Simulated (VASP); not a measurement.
# AlN (R-3m) in VASP: a series of runs

Runs on AlN. Level: PBE. Tasks: single point.

Everything below comes from runs of VASP 6.6.1. Logs are shortened: lines on timing, memory, paths and dates and some standing lists are left out, and cuts for length are marked.

## Step 1: The cell of the first run

The structure is trigonal, space group R-3m (No. 166). Conventional cell: a = 2.829 Å, b = 2.829 Å, c = 7.586 Å, α = 90.00°, β = 90.00°, γ = 120.00°. Al (site symmetry -3m) has 6 N at 2.07 Å within 2.7 Å. Within 2.7 Å of N (site symmetry -3m) lie 6 Al at 2.07 Å.

## Step 2: Single point, PBE

INCAR

```
ALGO     = Normal         # electronic algorithm
EDIFF    = 1E-6           # SCF threshold, eV
ENCUT    = 520            # plane-wave cutoff, eV
GGA      = PE             # functional
ISIF     = 2              # what is computed and relaxed
ISMEAR   = 0              # smearing method
LASPH    = True           # aspherical terms in the spheres
LCHARG   = False          # write CHGCAR
LREAL    = False          # projectors in reciprocal space
LWAVE    = False          # write WAVECAR
NBANDS   = 11             # bands
NELM     = 100            # most SCF steps
PREC     = Accurate       # precision mode
SIGMA    = 0.05           # smearing width, eV
```

KPOINTS

```
k-points
0
Gamma
  10 10 10
```

POSCAR

```
AlN
1.0
    0.1262926137      2.1267036007      2.1267036007
    2.1267036007      0.1262926137      2.1267036007
    2.1267036007      2.1267036007      0.1262926137
Al N
1 1
Direct
    0.5000000000      0.5000000000      0.5000000000
    0.0000000000      0.0000000000      0.0000000000
```

Potentials or basis: VASP PAW PBE potentials, release 64 (Al, N).

On the command line:

```
> cat potpaw_PBE.64/Al/POTCAR potpaw_PBE.64/N/POTCAR > POTCAR
> mpirun -np 1 vasp_std > vasp.out
```

OUTCAR:

```text
EDIFF = 1E-6
   ENCUT = 520
   GGA = PE
   ISIF = 2
   ISMEAR = 0
   LASPH = True
   LREAL = False
   NELM = 100
   PREC = Accurate

 ion  position               nearest neighbor table
   1  0.500  0.500  0.500-   2 2.07   2 2.07   2 2.07   2 2.07   2 2.07   2 2.07
   2  0.000  0.000  0.000-   1 2.07   1 2.07   1 2.07   1 2.07   1 2.07   1 2.07

  LATTYP: Found a trigonal (rhomboedric) cell.
 ALAT       =     3.0102634826
 COS(alpha) =     0.5583996164

  Lattice vectors:

 A1 = (   0.1262926137,   2.1267036007,   2.1267036007)
 A2 = (   2.1267036007,   0.1262926137,   2.1267036007)
 A3 = (   2.1267036007,   2.1267036007,   0.1262926137)

Analysis of symmetry for initial positions (statically):
=====================================================================
 Subroutine PRICEL returns:
 Original cell was already a primitive cell.

 Routine SETGRP: Setting up the symmetry group for a
 trigonal (rhombohedral) supercell.

 Subroutine GETGRP returns: Found 12 space group operations
 (whereof 12 operations were pure point group operations)
 out of a pool of 12 trial point group operations.

The static configuration has the point symmetry D_3d.

Analysis of symmetry for dynamics (positions and initial velocities):
=====================================================================
 Subroutine PRICEL returns:
 Original cell was already a primitive cell.

 Routine SETGRP: Setting up the symmetry group for a
 trigonal (rhombohedral) supercell.

 Subroutine GETGRP returns: Found 12 space group operations
 (whereof 12 operations were pure point group operations)
 out of a pool of 12 trial point group operations.

The dynamic configuration has the point symmetry D_3d.

 Subroutine INISYM returns: Found 12 space group operations
 (whereof 12 operations are pure point group operations),
 and found     1 'primitive' translations

----------------------------------------------------------------------------------------

                                     Primitive cell

  volume of cell :      17.5260

  direct lattice vectors                    reciprocal lattice vectors
     0.126292614  2.126703601  2.126703601    -0.257156133  0.242741142  0.242741142
     2.126703601  0.126292614  2.126703601     0.242741142 -0.257156133  0.242741142
     2.126703601  2.126703601  0.126292614     0.242741142  0.242741142 -0.257156133

  length of vectors
     3.010263483  3.010263483  3.010263483     0.428924003  0.428924003  0.428924003

  position of ions in fractional coordinates (direct lattice)
     0.500000000  0.500000000  0.500000000
     0.000000000  0.000000000  0.000000000

  ion indices of the primitive-cell ions
   primitive index   ion index
                 1           1
                 2           2

----------------------------------------------------------------------------------------

 KPOINTS: k-points

Automatic generation of k-mesh.
 Grid dimensions read from file:
 generate k-points for:   10   10   10

 Generating k-lattice:

  Cartesian coordinates                     Fractional coordinates (reciprocal lattice)
    -0.025715613  0.024274114  0.024274114     0.100000000 -0.000000000 -0.000000000
     0.024274114 -0.025715613  0.024274114    -0.000000000  0.100000000 -0.000000000
     0.024274114  0.024274114 -0.025715613    -0.000000000 -0.000000000  0.100000000

  Length of vectors
     0.042892400  0.042892400  0.042892400

  Shift w.r.t. Gamma in fractional coordinates (k-lattice)
     0.000000000  0.000000000  0.000000000

 Subroutine IBZKPT returns following result:
 ===========================================

 Found    116 irreducible k-points:

 Following reciprocal coordinates:
            Coordinates               Weight
  0.000000  0.000000  0.000000      1.000000
  0.100000 -0.000000 -0.000000      6.000000
  0.200000 -0.000000 -0.000000      6.000000
  0.300000 -0.000000 -0.000000      6.000000
  0.400000 -0.000000 -0.000000      6.000000
  0.500000  0.000000 -0.000000      3.000000
[... 16 lines left out ...]
  0.300000  0.300000 -0.000000      6.000000
  0.400000  0.300000 -0.000000     12.000000
 [... further k-points ...]
   k-points           NKPTS =    116   k-points in BZ     NKDIM =    116   number of bands    NBANDS=     11
   number of dos      NEDOS =    301   number of ions     NIONS =      2
   total plane-waves  NPLWV =  13824
   dimension x,y,z NGX =    24 NGY =   24 NGZ =   24
   dimension x,y,z NGXF=    48 NGYF=   48 NGZF=   48
   ions per type =               1   1
   NGX,Y,Z   is equivalent  to a cutoff of  13.25, 13.25, 13.25 a.u.
   NGXF,Y,Z  is equivalent  to a cutoff of  26.51, 26.51, 26.51 a.u.
 SYSTEM =  unknown system
   PREC   = accura    normal or accurate (medium, high low for compatibility)
   ISTART =      0    job   : 0-new  1-cont  2-samecut
   ICHARG =      2    charge: 1-file 2-atom 10-const
   ISPIN  =      1    spin polarized calculation?
   LNONCOLLINEAR =      F non collinear calculations
   LSORBIT =      F    spin-orbit coupling
   LASPH  =      T    aspherical Exc in radial PAW
   ENCUT  =  520.0 eV  38.22 Ry    6.18 a.u.   5.60  5.60  5.60*2*pi/ulx,y,z
   NELM   =    100;   NELMIN=  2; NELMDL= -5     # of ELM steps
   EDIFF  = 0.1E-05   stopping-criterion for ELM
   LREAL  =      F    real-space projection
   EDIFFG = 0.1E-04   stopping-criterion for IOM
   NSW    =      0    number of steps for IOM
   IBRION =     -1    ionic relax: 0-MD 1-quasi-New 2-CG
   NFREE  =      0    steps in history (QN), initial steepest desc. (CG)
   ISIF   =      2    stress and relaxation
   ISYM   =      2    0-nonsym 1-usesym 2-fastsym
   POTIM  = 0.5000    time-step for ionic-motion
   TEBEG  =    0.0;   TEEND  =   0.0 temperature during run
   PSTRESS=    0.0 pullay stress
   NELECT =       8.0000    total number of electrons
   NUPDOWN=      -1.0000    fix difference up-down
   EMIN   =  10.00;   EMAX   =-10.00  energy-range for DOS
   EFERMI =   0.00;   METHOD = LEGACY
   ISMEAR =     0;   SIGMA  =   0.05  broadening in eV -4-tet -1-fermi 0-gaus
   EFERMI_NEDOS =   21; number of points for ismear=-14 and -15
   IALGO  =     38    algorithm
   IMIX   =      4    mixing-type and parameters
     AMIX     =   0.40;   BMIX     =  1.00
     AMIX_MAG =   1.60;   BMIX_MAG =  1.00
  volume/ion in A,a.u.               =       8.76        59.14
  Fermi-wavevector in a.u.,A,eV,Ry     =   1.260503  2.382005 21.617860  1.588868
  Thomas-Fermi vector in A             =   2.394009
   LORBIT       =      0    0 simple, 1 ext, 2 COOP (PROOUT), +10 PAW based schemes
   GGA     = PE    functional components
   LHFCALC =     F    Hartree Fock is set to
   AEXX    =    0.0000 exact exchange contribution
   IVDW    =     0    specifies the selected vdW correction
   LEPSILON=     F    determine dielectric tensor
   LRPA    =     F    only Hartree local field effects (RPA)
 non-spin polarized calculation
 Gauss-broadening in eV      SIGMA  =   0.05
  energy-cutoff  :      520.00
  volume of cell :       17.53
 maximum number of plane-waves:       483
 NGX is ok and might be reduce to    24

 number of electron       7.9999999 magnetization

 Free energy of the ion-electron system (eV)
  ---------------------------------------------------
  ext. energy  EPLUGINS =         0.00000000
  ---------------------------------------------------
  free energy    TOTEN  =       -14.34263430 eV

  energy without entropy =      -14.34263430  energy(sigma->0) =      -14.34263430

 E-fermi :   9.8952     XC(G=0): -12.0187

 val. band max:        9.6961033397   @ k =   0.0000   0.0000   0.0000
 cond. band min:      12.7903876933   @ k =   0.5000   0.5000   0.0000
 fundamental gap:      3.0942843536
 Fermi energy:         9.8952020403

 k-point     1 :       0.0000    0.0000    0.0000
  band No.  band energies     occupation
      1      -7.7882      2.00000
      2       8.3664      2.00000
      3       9.6961      2.00000
      4       9.6961      2.00000
      5      13.6320      0.00000
      6      20.0601      0.00000
      7      22.0784      0.00000
      8      22.0784      0.00000
      9      25.3987      0.00000
     10      26.7360      0.00000
     11      26.7360      0.00000

 k-point     2 :       0.1000   -0.0000   -0.0000
  band No.  band energies     occupation
      1      -7.5849      2.00000
      2       8.1163      2.00000
      3       8.8365      2.00000
      4       9.5627      2.00000
      5      14.2277      0.00000
      6      20.3065      0.00000
      7      21.0111      0.00000
      8      22.1875      0.00000
      9      24.4293      0.00000
     10      25.3271      0.00000
     11      26.5305      0.00000

 k-point     3 :       0.2000   -0.0000   -0.0000
  band No.  band energies     occupation
      1      -6.9947      2.00000
      2       6.4464      2.00000
      3       8.2133      2.00000
      4       9.2391      2.00000
      5      14.9077      0.00000
      6      19.7906      0.00000
      7      21.0247      0.00000
      8      21.7136      0.00000
      9      23.5132      0.00000
     10      25.5096      0.00000
     11      25.8436      0.00000
[... 267 lines left out ...]
 k-point    23 :       0.3000    0.3000   -0.0000
  band No.  band energies     occupation
      1      -5.6550      2.00000
      2       4.5623      2.00000
      3       6.8259      2.00000
      4       7.9259      2.00000
      5      14.8348      0.00000
      6      16.7098      0.00000
      7      19.8683      0.00000
      8      24.2026      0.00000
      9      24.4140      0.00000
     10      29.3514      0.00000
     11      31.6454      0.00000

 k-point    24 :       0.4000    0.3000   -0.0000
  band No.  band energies     occupation
      1      -4.9382      2.00000
      2       3.6831      2.00000
      3       6.5501      2.00000
      4       7.1129      2.00000
      5      14.1717      0.00000
      6      16.8918      0.00000
      7      20.3560      0.00000
      8      24.1643      0.00000
      9      24.9046      0.00000
     10      30.3673      0.00000
     11      33.1857      0.00000

 [... further k-points ...]

------------------------ aborting loop because EDIFF is reached ----------------------------------------

  FORCE on cell =-STRESS in cart. coord.  units (eV):
  Direction    XX          YY          ZZ          XY          YZ          ZX
  --------------------------------------------------------------------------------------
  -------------------------------------------------------------------------------------
  Total       -0.9298086     -0.9298086     -0.9298086     -2.0813854     -2.0813854     -2.0813854
  in kB      -85.0004695    -85.0004695    -85.0004695   -190.2743635   -190.2743635   -190.2743635
  external PRESSURE =     -85.0004695 kB  Pullay stress =       0.0000000 kB

 VOLUME and BASIS-vectors are now :
 -----------------------------------------------------------------------------
  energy-cutoff  :      520.00
  volume of cell :       17.53
      direct lattice vectors                 reciprocal lattice vectors
     0.126292614  2.126703601  2.126703601    -0.257156133  0.242741142  0.242741142
     2.126703601  0.126292614  2.126703601     0.242741142 -0.257156133  0.242741142
     2.126703601  2.126703601  0.126292614     0.242741142  0.242741142 -0.257156133

 POSITION                                       TOTAL-FORCE (eV/Angst)
 -----------------------------------------------------------------------------------
      2.18985      2.18985      2.18985        -0.000000     -0.000000      0.000000
      0.00000      0.00000      0.00000         0.000000      0.000000     -0.000000
 -----------------------------------------------------------------------------------
    total drift:                                0.000000     -0.000000     -0.000000

  FREE ENERGIE OF THE ION-ELECTRON SYSTEM (eV)
  ---------------------------------------------------
  free  energy   TOTEN  =       -14.3426342971 eV

  energy  without entropy=      -14.3426342971  energy(sigma->0) =      -14.34263430
```

Run time: 13 s. Hardware: 1 thread of Intel Xeon Platinum 8259CL at 2.50GHz (Skylake/Cascade Lake), shared host; peak memory 0.14 GiB.

Results:

* Free energy: -14.3426 eV
* Pressure: -8.5 GPa
* Band gap on the k mesh: 3.09 eV, indirect (least direct gap 3.94 eV)

A k mesh can miss the band edges. As with any semilocal functional, this PBE gap is likely too small.

## Step 3: Single point, PBE

This run uses another cell than the first one, of the same volume but with other edges.

INCAR

```
SYSTEM = AlN
PREC     = Accurate       ! precision mode
ENCUT    = 520            ! plane-wave cutoff, eV
EDIFF    = 1E-6           ! SCF threshold, eV
ISMEAR   = 0              ! smearing method
SIGMA    = 0.05           ! smearing width, eV
LREAL    = .False.        ! projectors in reciprocal space
LASPH    = .True.         ! aspherical terms in the spheres
NELM     = 80             ! most SCF steps
ALGO     = Normal         ! electronic algorithm
ISIF     = 2              ! what is computed and relaxed
LWAVE    = .False.        ! write WAVECAR
LCHARG   = .False.        ! write CHGCAR
GGA      = PE             ! functional
NBANDS   = 11             ! bands
```

KPOINTS

```
regular mesh
0
Gamma
  10 10 10
  0 0 0
```

POSCAR

```
AlN
1.0
   -0.1225292011      2.0022546323      2.0022546323
    2.0022546323     -0.1225292011      2.0022546323
    2.0022546323      2.0022546323     -0.1225292011
Al N
1 1
Direct
    0.5000000000      0.5000000000      0.5000000000
    0.0000000000      0.0000000000      0.0000000000
```

Potentials or basis: VASP PAW PBE potentials, release 64 (Al, N).

On the command line:

```
> cat potpaw_PBE.64/Al/POTCAR potpaw_PBE.64/N/POTCAR > POTCAR
> mpirun -np 1 vasp_std > vasp.out
```

Wall time 12 s (1 thread of Intel Xeon Platinum 8259CL at 2.50GHz (Skylake/Cascade Lake), shared host); peak memory 0.15 GiB.

Results (log left out):

| Quantity | Value |
| --- | --- |
| Free energy | -14.3653 eV |
| Pressure | -8.6 GPa |
| Band gap on the k mesh | 2.84 eV, indirect (least direct gap 3.87 eV) |

Stress tensor (GPa, compression positive):
```
-8.64 15.60 15.60
15.60 -8.64 15.60
15.60 15.60 -8.64
```

Levels at points of the mesh, in eV from the valence-band top:
```tsv
k point	band 1	band 2	band 3	band 4	band 5	band 6	band 7	band 8	band 9
(0.00, 0.00, 0.00)	-17.74	-1.06	-1.06	0.00	3.87	10.37	10.37	13.49	15.59
(0.50, 0.00, 0.00)	-14.83	-8.86	-1.80	-1.10	5.22	9.81	11.09	11.25	15.06
(0.50, 0.50, 0.00)	-13.78	-7.69	-3.94	-2.71	2.84	5.22	12.22	15.20	16.26
(0.50, 0.50, 0.50)	-14.24	-8.00	-2.23	-2.23	3.94	8.50	8.50	12.19	14.08
```

A k mesh can miss the band edges. PBE gaps usually lie below the measured ones, often by a third to a half.
